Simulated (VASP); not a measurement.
A run of VASP 6.6.1 is set up as follows.

INCAR

```
SYSTEM = Ru
  PREC = Accurate
  ENCUT = 520
  EDIFF = 1E-6
  ISMEAR = -1
  SIGMA = 0.06122561905347299
  LREAL = .FALSE.
  LASPH = .TRUE.
  NELM = 60
  ALGO = Normal
  ISIF = 2
  LWAVE = .FALSE.
  LCHARG = .FALSE.
  GGA = PE
  NBANDS = 13
```

The input KPOINTS:

```
regular mesh
0
G
  25 25 25
  0 0 0
```

File POSCAR:

```
Ru
1.0
    0.0000000000      1.9430366547      1.9430366547
    1.9430366547      0.0000000000      1.9430366547
    1.9430366547      1.9430366547      0.0000000000
Ru
1
Direct
    0.0000000000      0.0000000000      0.0000000000
```

Potentials or basis: VASP PAW PBE potentials, release 64 (Ru_pv).

Command:

```console
$ cat potpaw_PBE.64/Ru_pv/POTCAR > POTCAR
$ mpirun -np 1 vasp_std > vasp.out
```

Task: Estimate the band gap on the k mesh.

Result: Zero (bands 7 and 8 overlap by 3.16 eV).

Task: Estimate the pressure.

Result: -15.7 GPa.

Caveat: the cell stands under tension.
